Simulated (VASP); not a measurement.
A run of VASP 6.6.1:

INCAR

```
  PREC = Accurate
  ENCUT = 520
  EDIFF = 1E-7
  ISMEAR = 0
  SIGMA = 0.15
  LREAL = False
  LASPH = True
  NELM = 150
  ALGO = Fast
  ISIF = 2
  LWAVE = False
  LCHARG = False
  ISPIN = 2
  MAGMOM = 1.86 1.86
  LORBIT = 11
  LMAXMIX = 4
  GGA = PE
  NBANDS = 20
```

KPOINTS

```
regular mesh
0
Gamma
  21 21 12
```

POSCAR

```
Co
1.0
    2.4684000000      0.0000000000      0.0000000000
   -1.2342000000      2.1376971067      0.0000000000
    0.0000000000      0.0000000000      4.5161000000
Co
2
Direct
    0.3333333333      0.6666666667      0.2500000000
    0.6666666667      0.3333333333      0.7500000000
```

Potentials or basis: VASP PAW PBE potentials, release 64 (Co).

Command:

```console
$ cat potpaw_PBE.64/Co/POTCAR > POTCAR
$ mpirun -np 1 vasp_std > vasp.out
```

Hardware: 1 thread of Intel(R) Xeon(R) 6975P-C (Granite Rapids), on a shared host.

Problem. How long does it take, and how much memory?

Solution. Run time: 2.3 min on 1 thread of Intel(R) Xeon(R) 6975P-C (Granite Rapids), with other jobs on the host, peak memory 0.32 GiB. Counts: scf iterations 16, k points 336.
